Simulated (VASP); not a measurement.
# Re (P6_3/mmc) in VASP: a series of runs

Re is run at these levels: PBE; tasks: single point.

Everything below comes from runs of VASP 6.6.1. Logs are shortened: lines on timing, memory, paths and dates and some standing lists are left out, and cuts for length are marked.

## Step 1: The cell of the first run

It takes space group P6_3/mmc (No. 194, hexagonal). Conventional cell: a = 2.704 Å, b = 2.704 Å, c = 4.367 Å, α = 90.00°, β = 90.00°, γ = 120.00°. Re (site symmetry -6m2) has 12 Re at 2.68 to 2.70 Å within 3.5 Å.

## Step 2: Single point, PBE

INCAR reads:

```
PREC     = Accurate       # precision mode
ENCUT    = 520            # plane-wave cutoff, eV
EDIFF    = 1E-6           # SCF threshold, eV
ISMEAR   = -1             # smearing method
SIGMA    = 0.1            # smearing width, eV
LREAL    = F              # projectors in reciprocal space
LASPH    = T              # aspherical terms in the spheres
NELM     = 60             # most SCF steps
ALGO     = Normal         # electronic algorithm
ISIF     = 2              # what is computed and relaxed
LWAVE    = F              # write WAVECAR
LCHARG   = F              # write CHGCAR
GGA      = PE             # functional
NBANDS   = 14             # bands
```

KPOINTS reads:

```
regular mesh
0
Gamma
  11 11 6
```

POSCAR reads:

```
Re
1.0
    2.7044413289      0.0000000000      0.0000000000
   -1.3522206645      2.3421149578      0.0000000000
    0.0000000000      0.0000000000      4.3671907899
Re
2
Direct
    0.3333333333      0.6666666667      0.2500000000
    0.6666666667      0.3333333333      0.7500000000
```

Potentials or basis: VASP PAW PBE potentials, release 64 (Re).

Started as:

```bash
> cat potpaw_PBE.64/Re/POTCAR > POTCAR
> mpirun -np 1 vasp_std > vasp.out
```

OUTCAR:

```text
PREC = Accurate
   ENCUT = 520
   EDIFF = 1E-6
   ISMEAR = -1
   LREAL = F
   LASPH = T
   NELM = 60
   ISIF = 2
   GGA = PE

 ion  position               nearest neighbor table
   1  0.333  0.667  0.250-   2 2.68   2 2.68   2 2.68   2 2.68   2 2.68   2 2.68
   2  0.667  0.333  0.750-   1 2.68   1 2.68   1 2.68   1 2.68   1 2.68   1 2.68

  LATTYP: Found a hexagonal cell.
 ALAT       =     2.7044413289
 C/A-ratio  =     1.6148217908

  Lattice vectors:

 A1 = (   2.7044413289,   0.0000000000,   0.0000000000)
 A2 = (  -1.3522206645,   2.3421149578,   0.0000000000)
 A3 = (   0.0000000000,   0.0000000000,   4.3671907899)

Analysis of symmetry for initial positions (statically):
=====================================================================
 Subroutine PRICEL returns:
 Original cell was already a primitive cell.

 Routine SETGRP: Setting up the symmetry group for a
 hexagonal supercell.

 Subroutine GETGRP returns: Found 24 space group operations
 (whereof 12 operations were pure point group operations)
 out of a pool of 24 trial point group operations.

The static configuration has the point symmetry D_3d.
 The point group associated with its full space group is D_6h.

Analysis of symmetry for dynamics (positions and initial velocities):
=====================================================================
 Subroutine PRICEL returns:
 Original cell was already a primitive cell.

 Routine SETGRP: Setting up the symmetry group for a
 hexagonal supercell.

 Subroutine GETGRP returns: Found 24 space group operations
 (whereof 12 operations were pure point group operations)
 out of a pool of 24 trial point group operations.

The dynamic configuration has the point symmetry D_3d.
 The point group associated with its full space group is D_6h.

 Subroutine INISYM returns: Found 24 space group operations
 (whereof 12 operations are pure point group operations),
 and found     1 'primitive' translations

----------------------------------------------------------------------------------------

                                     Primitive cell

  volume of cell :      27.6623

  direct lattice vectors                    reciprocal lattice vectors
     2.704441329  0.000000000  0.000000000     0.369762135  0.213482262  0.000000000
    -1.352220664  2.342114958  0.000000000     0.000000000  0.426964525  0.000000000
     0.000000000  0.000000000  4.367190790     0.000000000  0.000000000  0.228980150

  length of vectors
     2.704441329  2.704441384  4.367190790     0.426964534  0.426964525  0.228980150

  position of ions in fractional coordinates (direct lattice)
     0.333333333  0.666666667  0.250000000
     0.666666667  0.333333333  0.750000000

  ion indices of the primitive-cell ions
   primitive index   ion index
                 1           1
                 2           2

----------------------------------------------------------------------------------------

 KPOINTS: regular mesh

Automatic generation of k-mesh.
 Grid dimensions read from file:
 generate k-points for:   11   11    6

 Generating k-lattice:

  Cartesian coordinates                     Fractional coordinates (reciprocal lattice)
     0.033614740  0.019407478  0.000000000     0.090909091  0.000000000  0.000000000
     0.000000000  0.038814957  0.000000000     0.000000000  0.090909091  0.000000000
     0.000000000  0.000000000  0.038163358     0.000000000  0.000000000  0.166666667

  Length of vectors
     0.038814958  0.038814957  0.038163358

  Shift w.r.t. Gamma in fractional coordinates (k-lattice)
     0.000000000  0.000000000  0.000000000

 Subroutine IBZKPT returns following result:
 ===========================================

 Found     64 irreducible k-points:

 Following reciprocal coordinates:
            Coordinates               Weight
  0.000000  0.000000  0.000000      1.000000
  0.090909  0.000000  0.000000      6.000000
  0.181818  0.000000  0.000000      6.000000
  0.272727 -0.000000  0.000000      6.000000
  0.363636  0.000000  0.000000      6.000000
  0.454545  0.000000  0.000000      6.000000
[... 16 lines left out ...]
  0.090909  0.090909  0.166667     12.000000
  0.181818  0.090909  0.166667     24.000000
 [... further k-points ...]
   k-points           NKPTS =     64   k-points in BZ     NKDIM =     64   number of bands    NBANDS=     14
   number of dos      NEDOS =    301   number of ions     NIONS =      2
   total plane-waves  NPLWV =  12800
   dimension x,y,z NGX =    20 NGY =   20 NGZ =   32
   dimension x,y,z NGXF=    40 NGYF=   40 NGZF=   64
   ions per type =               2
   NGX,Y,Z   is equivalent  to a cutoff of  12.29, 12.29, 12.18 a.u.
   NGXF,Y,Z  is equivalent  to a cutoff of  24.59, 24.59, 24.36 a.u.
 SYSTEM =  unknown system
   PREC   = accura    normal or accurate (medium, high low for compatibility)
   ISTART =      0    job   : 0-new  1-cont  2-samecut
   ICHARG =      2    charge: 1-file 2-atom 10-const
   ISPIN  =      1    spin polarized calculation?
   LNONCOLLINEAR =      F non collinear calculations
   LSORBIT =      F    spin-orbit coupling
   LASPH  =      T    aspherical Exc in radial PAW
   ENCUT  =  520.0 eV  38.22 Ry    6.18 a.u.   5.03  5.03  8.12*2*pi/ulx,y,z
   NELM   =     60;   NELMIN=  2; NELMDL= -5     # of ELM steps
   EDIFF  = 0.1E-05   stopping-criterion for ELM
   LREAL  =      F    real-space projection
[... 7 lines left out ...]
   TEBEG  =    0.0;   TEEND  =   0.0 temperature during run
   PSTRESS=    0.0 pullay stress
   NELECT =      14.0000    total number of electrons
   NUPDOWN=      -1.0000    fix difference up-down
   EMIN   =  10.00;   EMAX   =-10.00  energy-range for DOS
   EFERMI =   0.00;   METHOD = LEGACY
   ISMEAR =    -1;   SIGMA  =   0.10  broadening in eV -4-tet -1-fermi 0-gaus
   EFERMI_NEDOS =   21; number of points for ismear=-14 and -15
   IALGO  =     38    algorithm
   IMIX   =      4    mixing-type and parameters
     AMIX     =   0.40;   BMIX     =  1.00
     AMIX_MAG =   1.60;   BMIX_MAG =  1.00
  volume/ion in A,a.u.               =      13.83        93.34
  Fermi-wavevector in a.u.,A,eV,Ry     =   1.304633  2.465398 23.158014  1.702066
  Thomas-Fermi vector in A             =   2.435555
   LORBIT       =      0    0 simple, 1 ext, 2 COOP (PROOUT), +10 PAW based schemes
   GGA     = PE    functional components
   LHFCALC =     F    Hartree Fock is set to
   AEXX    =    0.0000 exact exchange contribution
   IVDW    =     0    specifies the selected vdW correction
   LEPSILON=     F    determine dielectric tensor
   LRPA    =     F    only Hartree local field effects (RPA)
 non-spin polarized calculation
  energy-cutoff  :      520.00
  volume of cell :       27.66
 maximum number of plane-waves:       768
 NGX is ok and might be reduce to    20
   NGX =  9   NGY =  9   NGZ = 17

 number of electron      14.0000000 magnetization

 Free energy of the ion-electron system (eV)
  ---------------------------------------------------
  ext. energy  EPLUGINS =         0.00000000
  ---------------------------------------------------
  free energy    TOTEN  =       -24.65559833 eV

  energy without entropy =      -24.60419212  energy(sigma->0) =      -24.62989523

 E-fermi :   8.6870     XC(G=0): -14.0741

 val. band max:        8.6394366640   @ k =   0.1818   0.0000   0.1667
 cond. band min:       8.6934555729   @ k =   0.3636   0.0000   0.3333
 fundamental gap:      0.0540189089
 Fermi energy:         8.6870328228

 k-point     1 :       0.0000    0.0000    0.0000
  band No.  band energies     occupation
      1      -1.6230      2.00000
      2       1.5777      2.00000
      3       6.9171      2.00000
      4       6.9171      2.00000
      5       6.9299      2.00000
      6       7.8422      1.99957
      7       7.8422      1.99957
      8       8.8616      0.29706
      9       8.8617      0.29706
     10       9.4405      0.00107
     11      12.3303      0.00000
     12      12.3303      0.00000
     13      19.5385      0.00000
     14      22.8895      0.00000

 k-point     2 :       0.0909    0.0000    0.0000
  band No.  band energies     occupation
      1      -1.2616      2.00000
      2       1.9142      2.00000
      3       6.2259      2.00000
      4       7.2536      2.00000
      5       7.4626      1.99999
      6       7.6365      1.99995
      7       8.0243      1.99736
      8       8.1612      1.98965
      9       8.5823      1.48064
     10       8.8499      0.32816
     11      12.5237      0.00000
     12      13.7652      0.00000
     13      19.5379      0.00000
     14      23.7033      0.00000

 k-point     3 :       0.1818    0.0000    0.0000
  band No.  band energies     occupation
      1      -0.2731      2.00000
      2       2.6980      2.00000
      3       5.5057      2.00000
      4       6.2360      2.00000
      5       6.9756      2.00000
      6       7.9664      1.99852
      7       8.2315      1.97919
      8       8.3748      1.91565
      9       8.3874      1.90481
     10       9.0806      0.03831
     11      12.9002      0.00000
     12      16.1345      0.00000
     13      19.3279      0.00000
     14      25.4856      0.00000
[... 324 lines left out ...]
 k-point    23 :       0.0909    0.0909    0.1667
  band No.  band energies     occupation
      1      -0.2662      2.00000
      2       2.5822      2.00000
      3       5.6816      2.00000
      4       5.9956      2.00000
      5       6.9349      2.00000
      6       7.5070      1.99999
      7       7.7696      1.99979
      8       8.3686      1.92046
      9       9.1886      0.01318
     10       9.2217      0.00948
     11      12.6442      0.00000
     12      14.5857      0.00000
     13      20.8126      0.00000
     14      24.4871      0.00000

 k-point    24 :       0.1818    0.0909    0.1667
  band No.  band energies     occupation
      1       0.8364      2.00000
      2       3.3972      2.00000
      3       4.8338      2.00000
      4       5.1649      2.00000
      5       6.5254      2.00000
      6       7.2922      2.00000
      7       7.9685      1.99849
      8       8.9764      0.10489
      9       9.7565      0.00005
     10      10.1915      0.00000
     11      12.7972      0.00000
     12      16.1205      0.00000
     13      20.6394      0.00000
     14      25.4342      0.00000

 [... further k-points ...]
[... 5 lines left out ...]
  --------------------------------------------------------------------------------------
  -------------------------------------------------------------------------------------
  Total        5.8415882      5.8415885      5.8811054     -0.0000000     -0.0000000      0.0000000
  in kB      338.3401838    338.3402022    340.6289930     -0.0000000     -0.0000000      0.0000000
  external PRESSURE =     339.1031263 kB  Pullay stress =       0.0000000 kB

 VOLUME and BASIS-vectors are now :
 -----------------------------------------------------------------------------
  energy-cutoff  :      520.00
  volume of cell :       27.66
      direct lattice vectors                 reciprocal lattice vectors
     2.704441329  0.000000000  0.000000000     0.369762135  0.213482262  0.000000000
    -1.352220664  2.342114958  0.000000000     0.000000000  0.426964525  0.000000000
     0.000000000  0.000000000  4.367190790     0.000000000  0.000000000  0.228980150

 POSITION                                       TOTAL-FORCE (eV/Angst)
 -----------------------------------------------------------------------------------
     -0.00000      1.56141      1.09180        -0.000000      0.000000      0.000000
      1.35222      0.78070      3.27539         0.000000     -0.000000      0.000000
 -----------------------------------------------------------------------------------
    total drift:                               -0.000000      0.000000     -0.000000

  FREE ENERGIE OF THE ION-ELECTRON SYSTEM (eV)
  ---------------------------------------------------
  free  energy   TOTEN  =       -24.6555983338 eV

  energy  without entropy=      -24.6041921177  energy(sigma->0) =      -24.62989523
```

It took 10 s on 1 thread of AMD EPYC 9R45 (Zen 5), shared host; peak memory 0.12 GiB.

Results:

```yaml
Free_energy: -24.6556 eV
Pressure: 33.9 GPa
Band_gap_on_the_k_mesh: zero (band 7 reaches 10.22 eV, above the bottom of band 8 at 6.78 eV)
```

Caveat: spin-orbit coupling is left out, which moves the levels of the heavy elements.

## Step 3: Single point, PBE

This run uses another cell than the first one, of 14.27 Å³/atom, 1.032 times its volume.

INCAR reads:

```
SYSTEM = Re
PREC = Accurate
ENCUT = 520
EDIFF = 1E-6
ISMEAR = -1
SIGMA = 0.1
LREAL = .FALSE.
LASPH = .TRUE.
NELM = 60
ALGO = Normal
ISIF = 2
LWAVE = .FALSE.
LCHARG = .TRUE.
GGA = PE
LELF = .TRUE.
LVHAR = .TRUE.
NBANDS = 14
```

KPOINTS reads:

```
Automatic mesh
0
G
  11 11 6
  0 0 0
```

POSCAR reads:

```
Re
1.0
    2.7329112246      0.0000000000      0.0000000000
   -1.3664556123      2.3667706113      0.0000000000
    0.0000000000      0.0000000000      4.4131645977
Re
2
Direct
    0.3333333333      0.6666666667      0.2500000000
    0.6666666667      0.3333333333      0.7500000000
```

Potentials or basis: VASP PAW PBE potentials, release 64 (Re).

Started as:

```bash
> cat potpaw_PBE.64/Re/POTCAR > POTCAR
> mpirun -np 1 vasp_std > vasp.out
```

OUTCAR:

```text
SYSTEM = Re
   PREC = Accurate
   ENCUT = 520
   EDIFF = 1E-6
   ISMEAR = -1
   LREAL = .FALSE.
   LASPH = .TRUE.
   NELM = 60
   ISIF = 2
   GGA = PE

 ion  position               nearest neighbor table
   1  0.333  0.667  0.250-   2 2.71   2 2.71   2 2.71   2 2.71   2 2.71   2 2.71
   2  0.667  0.333  0.750-   1 2.71   1 2.71   1 2.71   1 2.71   1 2.71   1 2.71

  LATTYP: Found a hexagonal cell.
 ALAT       =     2.7329112246
 C/A-ratio  =     1.6148217908

  Lattice vectors:
[... 586 lines left out ...]
      7       7.5925      1.99789
      8       8.5699      0.10237
      9       9.3137      0.00006
     10       9.7260      0.00000
     11      12.2060      0.00000
     12      15.3917      0.00000
     13      19.8366      0.00000
     14      24.6172      0.00000

 [... further k-points ...]
[... 5 lines left out ...]
  --------------------------------------------------------------------------------------
  -------------------------------------------------------------------------------------
  Total        3.3234510      3.3234511      3.3534487     -0.0000000      0.0000000     -0.0000000
  in kB      186.5383103    186.5383205    188.2220221     -0.0000000      0.0000000     -0.0000000
  external PRESSURE =     187.0995510 kB  Pullay stress =       0.0000000 kB

 VOLUME and BASIS-vectors are now :
 -----------------------------------------------------------------------------
  energy-cutoff  :      520.00
  volume of cell :       28.55
      direct lattice vectors                 reciprocal lattice vectors
     2.732911225  0.000000000  0.000000000     0.365910166  0.211258327  0.000000000
    -1.366455612  2.366770611  0.000000000     0.000000000  0.422516654  0.000000000
     0.000000000  0.000000000  4.413164598     0.000000000  0.000000000  0.226594766

 POSITION                                       TOTAL-FORCE (eV/Angst)
 -----------------------------------------------------------------------------------
     -0.00000      1.57785      1.10329         0.000000     -0.000000      0.000000
      1.36646      0.78892      3.30987        -0.000000      0.000000      0.000000
 -----------------------------------------------------------------------------------
    total drift:                               -0.000000      0.000000     -0.000000

  FREE ENERGIE OF THE ION-ELECTRON SYSTEM (eV)
  ---------------------------------------------------
  free  energy   TOTEN  =       -24.8001232188 eV

  energy  without entropy=      -24.7460442501  energy(sigma->0) =      -24.77308373
```

OSZICAR:

```text
N       E                     dE             d eps       ncg     rms          rms(c)
DAV:   1     0.207349975535E+02    0.20735E+02   -0.69255E+03  3576   0.126E+03
DAV:   2    -0.251215995808E+02   -0.45857E+02   -0.40730E+02  2862   0.282E+02
DAV:   3    -0.261337249181E+02   -0.10121E+01   -0.98259E+00  2812   0.439E+01
DAV:   4    -0.261432140327E+02   -0.94891E-02   -0.94794E-02  2706   0.280E+00
DAV:   5    -0.261433916085E+02   -0.17758E-03   -0.17756E-03  2784   0.674E-01    0.453E+01
DAV:   6    -0.251675417499E+02    0.97585E+00   -0.67732E-01  3104   0.231E+01    0.194E+01
DAV:   7    -0.248120741154E+02    0.35547E+00   -0.52868E-01  3130   0.198E+01    0.541E-01
DAV:   8    -0.248010288212E+02    0.11045E-01   -0.70854E-03  2810   0.736E-01    0.149E-01
DAV:   9    -0.248001051810E+02    0.92364E-03   -0.52692E-04  3338   0.263E-01    0.392E-02
DAV:  10    -0.248001218112E+02   -0.16630E-04   -0.46183E-05  2818   0.562E-02    0.155E-02
DAV:  11    -0.248001237147E+02   -0.19035E-05   -0.27345E-07  1722   0.208E-02    0.285E-03
DAV:  12    -0.248001232188E+02    0.49586E-06   -0.18762E-07  1328   0.908E-03
   1 F= -.24800123E+02 E0= -.24773084E+02  d E =-.540790E-01
```

stdout:

```text
POSCAR found type information on POSCAR Re
 POSCAR found :  1 types and       2 ions
 scaLAPACK will be used
 LDA part: xc-table for (Slater+PW92), standard interpolation
 POSCAR, INCAR and KPOINTS ok, starting setup
 FFT: planning ... GRIDC
 FFT: planning ... GRID_SOFT
 FFT: planning ... GRID
 WAVECAR not read
 entering main loop
```

It took 13 s on 1 thread of AMD EPYC 9R45 (Zen 5), shared host; peak memory 0.12 GiB.

Results:

| Item | Value |
| --- | --- |
| Free energy | -24.8001 eV |
| Pressure | 18.7 GPa |
| Band gap on the k mesh | zero (band 7 reaches 9.71 eV, above the bottom of band 8 at 6.47 eV) |

Stress tensor (GPa, compression positive):
```
18.65  0.00  0.00
 0.00 18.65  0.00
 0.00  0.00 18.82
```

Caveat: spin-orbit coupling is left out, which moves the levels of the heavy elements.

[end of part 1 of 2]
